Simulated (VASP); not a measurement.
Wanted: the native input for a VASP 6.6.1 run.

```
Task                   : single point
Functional             : PBE
Potentials or basis    : VASP PAW PBE potentials, release 64 (Zn, Sn_d, N)
Cutoff                 : 520 eV
k mesh                 : 4 × 4 × 2
Occupations            : gaussian, width 0.15 eV
Spin                   : no spin polarisation
Dipole correction      : no
Further INCAR settings : ALGO = Normal; EDIFF = 1e-07; NBANDS = 33
```

The structure of ZnSn2N2 lies in POSCAR:

```
ZnSn2N2
1.0
    3.2584728627      0.0000000000      0.0000000000
   -1.6292364314      2.8219202767      0.0000000000
    0.0000000000      0.0000000000      9.0694989010
Zn Sn N
1 2 2
Direct
    0.0000000000      0.0000000000      0.0000000000
    0.6666666667      0.3333333333      0.2875243577
    0.3333333333      0.6666666667      0.7124756423
    0.3333333333      0.6666666667      0.1460176886
    0.6666666667      0.3333333333      0.8539823114
```

These files were run (other wordings do the same):

INCAR

```
SYSTEM = ZnSn2N2
PREC = Accurate
ENCUT = 520
EDIFF = 1E-7
ISMEAR = 0
SIGMA = 0.15
LREAL = .False.
LASPH = .True.
NELM = 100
ALGO = Normal
ISIF = 2
LWAVE = .False.
LCHARG = .False.
GGA = PE
NBANDS = 33
```

KPOINTS

```
regular mesh
0
Gamma
  4 4 2
  0 0 0
```

Potentials or basis: VASP PAW PBE potentials, release 64 (Zn, Sn_d, N).

Run with:

```bash
$ cat potpaw_PBE.64/Zn/POTCAR potpaw_PBE.64/Sn_d/POTCAR potpaw_PBE.64/N/POTCAR > POTCAR
$ mpirun -np 1 vasp_std > vasp.out
```

Results of the run:

The pressure is 0.4 GPa and the largest force is 0.024 eV/Å. The band gap on the k mesh is 0.66 eV, indirect (least direct gap 1.16 eV).

Caveat: the k points lie up to 0.56 Å⁻¹ apart; spin-orbit coupling is left out, which moves the levels of the heavy elements.

It took 26 s on 1 thread of Intel(R) Xeon(R) Platinum 8259CL CPU @ 2.50GHz (Skylake/Cascade Lake), on a shared host, peak memory 0.19 GiB.
